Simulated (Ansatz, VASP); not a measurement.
## Two plane-wave programs on ZrTa3

```xyz
4
Lattice="4.2973 0.0000 0.0000 0.0000 4.2973 0.0000 0.0000 0.0000 4.2973" Properties=species:S:1:pos:R:3 pbc="T T T"
Zr    0.0000    0.0000    0.0000
Ta    0.0000    2.1486    2.1486
Ta    2.1486    0.0000    2.1486
Ta    2.1486    2.1486    0.0000
```

Alike in both runs: functional PBE; k mesh 4 × 4 × 4; occupations gaussian, width 0.1 eV; no spin polarisation.

Ansatz relaxed the structure, and its values are those at the end. VASP's run is a single point on that final structure, the one shown.

|  | VASP | Ansatz |
| --- | --- | --- |
| version | VASP 6.6.1 | Ansatz 0.2.0 |
| potentials or method | VASP PAW PBE potentials, release 64 (Zr_sv, Ta_pv), cutoff 520 eV | scalar-relativistic, plane waves, PAW |
| valence electrons in the cell | 45 | 51 |

Ansatz gave:

- gap on the k mesh at the Fermi level (eV): none
- pressure (GPa): 0.2

**Question.** What did VASP give for the same quantities?

**Answer.** gap on the k mesh at the Fermi level (eV): none; pressure (GPa): 0.1.

A gap of «none» marks a metal or a gap that the smearing closes. The functional is the same, so the differences come from potentials, cutoffs and numerics. VASP's potentials hold 45 valence electrons a cell and Ansatz's 51, so a difference there can come from the potentials and not from the codes.

The k mesh is coarse, so the values compare programs but aren't converged. Spin-orbit coupling is off throughout.
